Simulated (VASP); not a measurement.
# Mo6S in VASP: a series of runs

The runs below take Mo6S through relaxation of the atoms, with PBE.

All numbers are computed with VASP 6.6.1; they aren't measurements. Logs are shortened: lines on timing, memory, paths and dates and some standing lists are left out, and cuts for length are marked.

**1. The cell of the first run**

The cell holds a slab with vacuum, 7 atoms: a = 4.470 Å, b = 4.470 Å, c = 19.760 Å, α = 90.00°, β = 90.00°, γ = 120.00°.

**2. Relaxation of the atoms, PBE**

Contents of INCAR:

```
PREC = Accurate
ENCUT = 520
EDIFF = 1E-7
ISMEAR = 0
SIGMA = 0.1
LREAL = False
LASPH = True
NELM = 100
ALGO = Normal
ISIF = 2
LWAVE = False
LCHARG = False
LDIPOL = True
IDIPOL = 3
DIPOL = 0.5 0.5 0.332
GGA = PE
IBRION = 2
NSW = 36
EDIFFG = -0.025
```

Contents of KPOINTS:

```
regular mesh
0
Gamma
  6 6 1
```

Contents of POSCAR:

```
Mo6S
1.0
    4.4695765303      0.0000000000      0.0000000000
   -2.2347882651      3.8707668194      0.0000000000
    0.0000000000      0.0000000000     19.7595667358
Mo S
6 1
Selective dynamics
Direct
    0.6666666667      0.3333333333      0.2024335884  F F F
    0.3333333333      0.6666666667      0.2486060831  F F F
    0.0000000000      0.0000000000      0.2947785777  F F F
    0.6666666667      0.3333333333      0.3368821122  F F F
    0.3333333333      0.6666666667      0.3779725574  F F F
    0.0000000000      0.0000000000      0.4180034333  F F F
    0.6666666667      0.3333333333      0.4433076318  F F T
```

Potentials or basis: VASP PAW PBE potentials, release 64 (Mo_sv, S).

On the command line:

```
$ cat potpaw_PBE.64/Mo_sv/POTCAR potpaw_PBE.64/S/POTCAR > POTCAR
$ mpirun -np 1 vasp_std > vasp.out
```

OUTCAR:

```text
PREC = Accurate
   ENCUT = 520
   EDIFF = 1E-7
   ISMEAR = 0
   LREAL = False
   LASPH = True
   NELM = 100
   ISIF = 2
   GGA = PE
   IBRION = 2
   NSW = 36
   EDIFFG = -0.025

 ion  position               nearest neighbor table
   1  0.667  0.333  0.202-   4 2.66   2 2.74   2 2.74   2 2.74   3 3.16   3 3.16   3 3.16
   2  0.333  0.667  0.249-   5 2.56   3 2.74   3 2.74   3 2.74   1 2.74   1 2.74   1 2.74   4 3.11
                             4 3.11   4 3.11
   3  0.000  0.000  0.295-   6 2.43   4 2.71   4 2.71   4 2.71   2 2.74   2 2.74   2 2.74   5 3.06
                             5 3.06   5 3.06   1 3.16   1 3.16   1 3.16
   4  0.667  0.333  0.337-   7 2.10   1 2.66   5 2.71   5 2.71   5 2.71   3 2.71   3 2.71   3 2.71
                             6 3.04   6 3.04   6 3.04   2 3.11   2 3.11   2 3.11
   5  0.333  0.667  0.378-   2 2.56   6 2.70   6 2.70   6 2.70   4 2.71   4 2.71   4 2.71   7 2.89
                             7 2.89   7 2.89   3 3.06   3 3.06   3 3.06
   6  0.000  0.000  0.418-   3 2.43   7 2.63   7 2.63   7 2.63   5 2.70   5 2.70   5 2.70   4 3.04
                             4 3.04   4 3.04
   7  0.667  0.333  0.443-   4 2.10   6 2.63   6 2.63   6 2.63   5 2.89   5 2.89   5 2.89

  LATTYP: Found a hexagonal cell.
 ALAT       =     4.4695765303
 C/A-ratio  =     4.4209035469

  Lattice vectors:

 A1 = (   4.4695765303,   0.0000000000,   0.0000000000)
 A2 = (  -2.2347882651,   3.8707668194,   0.0000000000)
 A3 = (   0.0000000000,   0.0000000000,  19.7595667358)

Analysis of symmetry for initial positions (statically):
=====================================================================
 Subroutine PRICEL returns:
 Original cell was already a primitive cell.

 Routine SETGRP: Setting up the symmetry group for a
 hexagonal supercell.

 Subroutine GETGRP returns: Found  6 space group operations
 (whereof  6 operations were pure point group operations)
 out of a pool of 24 trial point group operations.

The static configuration has the point symmetry C_3v.

Analysis of symmetry for dynamics (positions and initial velocities):
=====================================================================
 Subroutine PRICEL returns:
 Original cell was already a primitive cell.

 Routine SETGRP: Setting up the symmetry group for a
 hexagonal supercell.

 Subroutine GETGRP returns: Found  6 space group operations
 (whereof  6 operations were pure point group operations)
 out of a pool of 24 trial point group operations.

The dynamic configuration has the point symmetry C_3v.

Analysis of constrained symmetry for selective dynamics:
=====================================================================
[... 122 lines left out ...]
     AMIX_MAG =   1.60;   BMIX_MAG =  1.00
  volume/ion in A,a.u.               =      48.84       329.56
  Fermi-wavevector in a.u.,A,eV,Ry     =   1.049241  1.982779 14.978755  1.100907
  Thomas-Fermi vector in A             =   2.184196
   LORBIT       =      0    0 simple, 1 ext, 2 COOP (PROOUT), +10 PAW based schemes
   GGA     = PE    functional components
   LHFCALC =     F    Hartree Fock is set to
   AEXX    =    0.0000 exact exchange contribution
   IVDW    =     0    specifies the selected vdW correction
   LEPSILON=     F    determine dielectric tensor
   LRPA    =     F    only Hartree local field effects (RPA)
 conjugate gradient relaxation of ions
 non-spin polarized calculation
 Gauss-broadening in eV      SIGMA  =   0.10
  energy-cutoff  :      520.00
  volume of cell :      341.85
 maximum number of plane-waves:      9223
 NGX is ok and might be reduce to    36
   NGX = 17   NGY = 17   NGZ = 73

 dipolmoment           0.000000      0.000000     -0.036227 electrons x Angstroem

--------------------------------------- Ionic step        1  -------------------------------------------

 number of electron      90.0000007 magnetization

 Free energy of the ion-electron system (eV)
  ---------------------------------------------------
  ext. energy  EPLUGINS =         0.00000000
  ---------------------------------------------------
  free energy    TOTEN  =       -64.60043597 eV

  energy without entropy =      -64.57630926  energy(sigma->0) =      -64.58837262

------------------------ aborting loop because EDIFF is reached ----------------------------------------

  FORCE on cell =-STRESS in cart. coord.  units (eV):
  Direction    XX          YY          ZZ          XY          YZ          ZX
  --------------------------------------------------------------------------------------
  -------------------------------------------------------------------------------------
  Total       -4.0835222     -4.0835222     14.1901711     -0.0000000      0.0000000     -0.0000000
  in kB      -19.1383592    -19.1383592     66.5054765     -0.0000000      0.0000000     -0.0000000
  external PRESSURE =       9.4095860 kB  Pullay stress =       0.0000000 kB
[... 110 lines left out ...]
--------------------------------------- Ionic step        4  -------------------------------------------

 number of electron      90.0000006 magnetization

 dipolmoment           0.000000      0.000000      0.104580 electrons x Angstroem

 Free energy of the ion-electron system (eV)
  ---------------------------------------------------
  ext. energy  EPLUGINS =         0.00000000
  ---------------------------------------------------
  free energy    TOTEN  =       -65.50126655 eV

  energy without entropy =      -65.48182042  energy(sigma->0) =      -65.49154349

 E-fermi :   1.1692     XC(G=0):  -5.1584

 val. band max:        1.1477184922   @ k =   0.5000   0.0000   0.0000
 cond. band min:       1.2856979873   @ k =   0.3333   0.3333   0.0000
 fundamental gap:      0.1379794951
 Fermi energy:         1.1691866985

 k-point     1 :       0.0000    0.0000    0.0000
  band No.  band energies     occupation
      1     -60.1327      2.00000
      2     -59.9140      2.00000
      3     -59.8209      2.00000
      4     -59.7350      2.00000
      5     -59.5877      2.00000
      6     -59.5494      2.00000
[... 388 lines left out ...]
     53       2.6983      0.00000
     54       3.0751      0.00000

------------------------ aborting loop because EDIFF is reached ----------------------------------------

 vacuum level on the upper side and lower side of the slab       (xc-potential included)         0.523        -0.542

  FORCE on cell =-STRESS in cart. coord.  units (eV):
  Direction    XX          YY          ZZ          XY          YZ          ZX
  --------------------------------------------------------------------------------------
  -------------------------------------------------------------------------------------
  Total       -5.8883978     -5.8883978      0.8293427     -0.0000000      0.0000000      0.0000000
  in kB      -27.5973205    -27.5973205      3.8869040     -0.0000000      0.0000000      0.0000000
  external PRESSURE =     -17.1025790 kB  Pullay stress =       0.0000000 kB
[... 22 lines left out ...]
  FREE ENERGIE OF THE ION-ELECTRON SYSTEM (eV)
  ---------------------------------------------------
  free  energy   TOTEN  =       -65.5012665505 eV

  energy  without entropy=      -65.4818204220  energy(sigma->0) =      -65.49154349

 reached required accuracy - stopping structural energy minimisation

 vacuum level on the upper side and lower side of the slab         5.724         4.630
```

OSZICAR:

```text
N       E                     dE             d eps       ncg     rms          rms(c)
DAV:   1     0.907862685392E+03    0.90786E+03   -0.55873E+04   988   0.147E+03
DAV:   2    -0.295447994104E+02   -0.93741E+03   -0.91965E+03   888   0.426E+02
DAV:   3    -0.684797900930E+02   -0.38935E+02   -0.37618E+02   954   0.747E+01
[... 83 lines left out ...]
DAV:   6    -0.655012811721E+02    0.51752E-04   -0.54524E-04   954   0.126E-01    0.316E-02
DAV:   7    -0.655012677624E+02    0.13410E-04   -0.11364E-04  1016   0.617E-02    0.103E-02
DAV:   8    -0.655012664728E+02    0.12895E-05   -0.60749E-06   924   0.133E-02    0.603E-03
DAV:   9    -0.655012665266E+02   -0.53808E-07   -0.17142E-06   832   0.577E-03    0.231E-03
DAV:  10    -0.655012665505E+02   -0.23907E-07   -0.53413E-07   752   0.433E-03
   4 F= -.65501267E+02 E0= -.65491543E+02  d E =-.900831E+00
```

Wall time 17 min (1 thread of Intel Xeon Platinum 8259CL at 2.50GHz (Skylake/Cascade Lake), shared host); peak memory 0.53 GiB.

Results:

```
Free energy               : -65.5013 eV
Energy gained by relaxing : 128.7 meV/atom
Ionic steps               : 4
Band gap on the k mesh    : zero (bands 45 and 46 overlap by 0.15 eV)
```

Step by step:
| step | energy change (eV) | largest force on free atoms (eV/Å) | pressure (GPa) |
| --- | --- | --- | --- |
| 1 | 0.0000 | 6.2804 | 0.94 |
| 2 | -0.8882 | 0.5152 | -1.45 |
| 3 | -0.8997 | 0.1410 | -1.78 |
| 4 | -0.9008 | 0.0129 | -1.71 |

Final structure:
```cif
data_structure
_symmetry_space_group_name_H-M 'P 1'
_symmetry_Int_Tables_number 1
_cell_length_a 4.4696
_cell_length_b 4.4696
_cell_length_c 19.7596
_cell_angle_alpha 90.000
_cell_angle_beta 90.000
_cell_angle_gamma 120.000
_cell_volume 341.85
loop_
_atom_site_label
_atom_site_type_symbol
_atom_site_fract_x
_atom_site_fract_y
_atom_site_fract_z
_atom_site_occupancy
Mo1 Mo 0.66667 0.33333 0.20243 1
Mo2 Mo 0.33333 0.66667 0.24861 1
Mo3 Mo 0.00000 0.00000 0.29478 1
Mo4 Mo 0.66667 0.33333 0.33688 1
Mo5 Mo 0.33333 0.66667 0.37797 1
Mo6 Mo 0.00000 0.00000 0.41800 1
S1 S 0.66667 0.33333 0.46127 1
```

Levels at points of the mesh, in eV from the Fermi level:
```csv
k point,band 43,band 44,band 45,band 46,band 47,band 48
"(0.00, 0.00, 0.00)",-1.01,-0.26,-0.26,-0.04,0.86,1.11
"(0.50, 0.00, 0.00)",-0.86,-0.29,-0.03,-0.02,0.28,0.61
```

**3. Relaxation of the atoms, PBE**

Contents of INCAR:

```
SYSTEM = Mo6S
ALGO = Fast
DIPOL = 0.5 0.5 0.339
EDIFF = 1E-6
EDIFFG = -0.025
ENCUT = 520
GGA = PE
IBRION = 2
IDIPOL = 3
ISIF = 2
ISMEAR = 0
LASPH = .True.
LCHARG = .False.
LDIPOL = .True.
LREAL = .False.
LWAVE = .False.
NELM = 100
NSW = 36
PREC = Accurate
SIGMA = 0.1
```

Contents of KPOINTS:

```
k-points
0
Gamma
  6 6 1
  0 0 0
```

Edit POSCAR of step 2 so:

```diff
@@ -15,2 +15,2 @@
     0.0000000000      0.0000000000      0.4180034333  F F F
-    0.6666666667      0.3333333333      0.4433076318  F F T
+    0.3333333333      0.6666666667      0.4933777411  F F T
```

Potentials or basis: VASP PAW PBE potentials, release 64 (Mo_sv, S).

On the command line:

```
$ cat potpaw_PBE.64/Mo_sv/POTCAR potpaw_PBE.64/S/POTCAR > POTCAR
$ mpirun -np 1 vasp_std > vasp.out
```

OUTCAR:

```text
SYSTEM = Mo6S
   EDIFF = 1E-6
   EDIFFG = -0.025
   ENCUT = 520
   GGA = PE
   IBRION = 2
   ISIF = 2
   ISMEAR = 0
   LASPH = .True.
   LREAL = .False.
   NELM = 100
   NSW = 36
   PREC = Accurate

 ion  position               nearest neighbor table
   1  0.667  0.333  0.202-   4 2.66   2 2.74   2 2.74   2 2.74   3 3.16   3 3.16   3 3.16
   2  0.333  0.667  0.249-   5 2.56   3 2.74   3 2.74   3 2.74   1 2.74   1 2.74   1 2.74   4 3.11
                             4 3.11   4 3.11
   3  0.000  0.000  0.295-   6 2.43   4 2.71   4 2.71   4 2.71   2 2.74   2 2.74   2 2.74   5 3.06
                             5 3.06   5 3.06   1 3.16   1 3.16   1 3.16
   4  0.667  0.333  0.337-   1 2.66   5 2.71   5 2.71   5 2.71   3 2.71   3 2.71   3 2.71   6 3.04
                             6 3.04   6 3.04   2 3.11   2 3.11   2 3.11
   5  0.333  0.667  0.378-   7 2.28   2 2.56   6 2.70   6 2.70   6 2.70   4 2.71   4 2.71   4 2.71
[... 297 lines left out ...]
 cond. band min:       0.7221756254   @ k =   0.1667   0.1667   0.0000
 fundamental gap:      0.1051423380
 Fermi energy:         0.6682341145

 k-point     1 :       0.0000    0.0000    0.0000
  band No.  band energies     occupation
      1     -60.4240      2.00000
      2     -60.2139      2.00000
      3     -60.1134      2.00000
      4     -60.1025      2.00000
      5     -59.9971      2.00000
      6     -59.9255      2.00000
[... 388 lines left out ...]
     53       2.6420      0.00000
     54       2.7598      0.00000

------------------------ aborting loop because EDIFF is reached ----------------------------------------

 vacuum level on the upper side and lower side of the slab       (xc-potential included)         0.969        -0.990

  FORCE on cell =-STRESS in cart. coord.  units (eV):
  Direction    XX          YY          ZZ          XY          YZ          ZX
  --------------------------------------------------------------------------------------
  -------------------------------------------------------------------------------------
  Total       -5.7466632     -5.7466632      0.5540021     -0.0000000     -0.0000000     -0.0000000
  in kB      -26.9330491    -26.9330491      2.5964572     -0.0000000     -0.0000000     -0.0000000
  external PRESSURE =     -17.0898803 kB  Pullay stress =       0.0000000 kB
[... 22 lines left out ...]
  FREE ENERGIE OF THE ION-ELECTRON SYSTEM (eV)
  ---------------------------------------------------
  free  energy   TOTEN  =       -65.2049919104 eV

  energy  without entropy=      -65.1736083672  energy(sigma->0) =      -65.18930014

 reached required accuracy - stopping structural energy minimisation

 vacuum level on the upper side and lower side of the slab         6.285         4.270
```

OSZICAR:

```text
N       E                     dE             d eps       ncg     rms          rms(c)
DAV:   1     0.891772420589E+03    0.89177E+03   -0.55732E+04   996   0.147E+03
DAV:   2    -0.308631548111E+02   -0.92264E+03   -0.90410E+03   908   0.423E+02
DAV:   3    -0.695902294765E+02   -0.38727E+02   -0.37707E+02   972   0.733E+01
[... 42 lines left out ...]
RMM:   2    -0.652049905414E+02   -0.10185E-04   -0.12581E-04   625   0.337E-02    0.199E-02
RMM:   3    -0.652050413709E+02   -0.50830E-04   -0.10374E-04   864   0.256E-02    0.425E-02
RMM:   4    -0.652049902720E+02    0.51099E-04   -0.35261E-05   708   0.176E-02    0.128E-02
RMM:   5    -0.652049923175E+02   -0.20455E-05   -0.20558E-05   738   0.900E-03    0.102E-02
RMM:   6    -0.652049919104E+02    0.40705E-06   -0.72668E-06   641   0.725E-03
   3 F= -.65204992E+02 E0= -.65189300E+02  d E =-.664054E-03
```

Wall time 12 min (1 thread of Oxide Virtual Turin-like, shared host); peak memory 0.51 GiB.

What came out:

- Free energy: -65.2050 eV
- Energy gained by relaxing: 0.1 meV/atom
- Ionic steps: 3
- Band gap on the k mesh: zero (bands 45 and 46 overlap by 0.25 eV)

Step by step:
| step | energy change (eV) | largest force on free atoms (eV/Å) | pressure (GPa) |
| --- | --- | --- | --- |
| 1 | 0.0000 | 0.1460 | -1.77 |
| 2 | -0.0006 | 0.0311 | -1.72 |
| 3 | -0.0007 | 0.0043 | -1.71 |

Final structure:
```yaml
crystal:
  lattice:
    - [4.46958, 0.00000, 0.00000]
    - [-2.23479, 3.87077, 0.00000]
    - [0.00000, 0.00000, 19.75957]
  atoms:
    - { symbol: Mo, position: [0.66667, 0.33333, 0.20243] }
    - { symbol: Mo, position: [0.33333, 0.66667, 0.24861] }
    - { symbol: Mo, position: [0.00000, 0.00000, 0.29478] }
    - { symbol: Mo, position: [0.66667, 0.33333, 0.33688] }
    - { symbol: Mo, position: [0.33333, 0.66667, 0.37797] }
    - { symbol: Mo, position: [0.00000, 0.00000, 0.41800] }
    - { symbol: S, position: [0.33333, 0.66667, 0.49293] }
```
